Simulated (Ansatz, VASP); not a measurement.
# PtPb: VASP beside Ansatz

File INCAR:

```
SYSTEM = PtPb
PREC = Accurate
ENCUT = 520
EDIFF = 1E-6
ISMEAR = -1
SIGMA = 0.05
LREAL = .FALSE.
LASPH = .TRUE.
NELM = 60
ALGO = Normal
ISIF = 2
LWAVE = .FALSE.
LCHARG = .FALSE.
NBANDS = 32
```

Contents of KPOINTS:

```
Automatic mesh
0
G
  10 10 7
  0 0 0
```

POSCAR

```
PtPb
1.0
    4.2641205887      0.0000000000      0.0000000000
   -2.1320602944      3.6928367546      0.0000000000
    0.0000000000      0.0000000000      5.4741263790
Pt Pb
2 2
Direct
    0.3333333333      0.6666666667      0.2500000000
    0.6666666667      0.3333333333      0.7500000000
    0.0000000000      0.0000000000      0.0000000000
    0.0000000000      0.0000000000      0.5000000000
```

Input for Ansatz:

```yaml
crystal:
  lattice:
    - [4.2641205887, 0.0, 0.0]
    - [-2.1320602944, 3.6928367546, 0.0]
    - [0.0, 0.0, 5.474126379]
  atoms:
    - { symbol: Pt, position: [0.3333333333, 0.6666666667, 0.25] }
    - { symbol: Pt, position: [0.6666666667, 0.3333333333, 0.75] }
    - { symbol: Pb, position: [0.0, 0.0, 0.0] }
    - { symbol: Pb, position: [0.0, 0.0, 0.5] }
kpoints:
  mp_grid: { grid: [10, 10, 7] }
  band_path:
    path:
      - [0.0, 0.0, 0.0]
      - [0.5, 0.0, 0.0]
      - [0.3333333333, 0.3333333333, 0.0]
      - [0.0, 0.0, 0.0]
      - [0.0, 0.0, 0.5]
      - [0.5, 0.0, 0.5]
      - [0.3333333333, 0.3333333333, 0.5]
      - [0.0, 0.0, 0.5]
      - [0.5, 0.0, 0.5]
    npoints: 5
scf:
  occupations: { method: fermi_dirac, width: 0.05 }
hamiltonian:
  xc: lda
  pseudopotentials: { kind: all_electron, lapw: { basis_error: 0.0005 } }
output:
  forces: true
  stress: true
  eigenvalues: true
```

Change from the starting cell: volume scaled by 1.01.

Alike in both runs: task single point; functional LDA; k mesh 10 × 10 × 7; occupations fermi-dirac, width 0.05 eV; no spin polarisation.

|  | VASP | Ansatz |
| --- | --- | --- |
| version | VASP 6.6.1 | Ansatz 0.2.0 |
| potentials or method | VASP PAW LDA potentials, release 64 (Pt, Pb_d), cutoff 520 eV | all-electron LAPW, scalar-relativistic |

Ansatz gave:

```
pressure (GPa)                                                : 5.3
traceless stress, the component that is largest in VASP (GPa) : 17.19
```

What did VASP give for the same quantities?

Pressure (GPa): 5.6; traceless stress, the component that is largest in VASP (GPa): 17.16.

LDA's correlation is that of Perdew and Zunger in VASP and of Perdew and Wang (1992) in Ansatz. Ansatz ran all-electron here, and VASP with PAW potentials.

Neither program's run includes spin-orbit coupling.
